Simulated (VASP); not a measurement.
Here is a VASP 6.6.1 calculation.

File INCAR:

```
SYSTEM = Si2F
PREC = Accurate
ENCUT = 520
EDIFF = 1E-7
ISMEAR = 0
SIGMA = 0.1
LREAL = .False.
LASPH = .True.
NELM = 60
ALGO = Normal
ISIF = 2
LWAVE = .False.
LCHARG = .False.
GGA = PE
NBANDS = 14
```

KPOINTS

```
Automatic mesh
0
Gamma
  6 6 6
  0 0 0
```

POSCAR

```
Si2F
1.0
    4.1207613188      0.0000000000      0.0000000000
   -2.0603806594      3.5686839850      0.0000000000
    0.0000000000      0.0000000000      2.8771740788
Si F
2 1
Direct
    0.3333333333      0.6666666667      0.5000000000
    0.6666666667      0.3333333333      0.5000000000
    0.0000000000      0.0000000000      0.0000000000
```

Potentials or basis: VASP PAW PBE potentials, release 64 (Si, F).

The run is started by

```sh
$ cat potpaw_PBE.64/Si/POTCAR potpaw_PBE.64/F/POTCAR > POTCAR
$ mpirun -np 1 vasp_std > vasp.out
```

Q: What does it give for the pressure?

A: 0.0 GPa.

Stress tensor (GPa, compression positive):
```
 0.08  0.00  0.00
 0.00  0.08  0.00
 0.00  0.00 -0.27
```

Caveat: the k points lie up to 0.36 Å⁻¹ apart; an odd number of electrons without spin polarisation forces a metal; a magnetic or distorted state may lie lower.
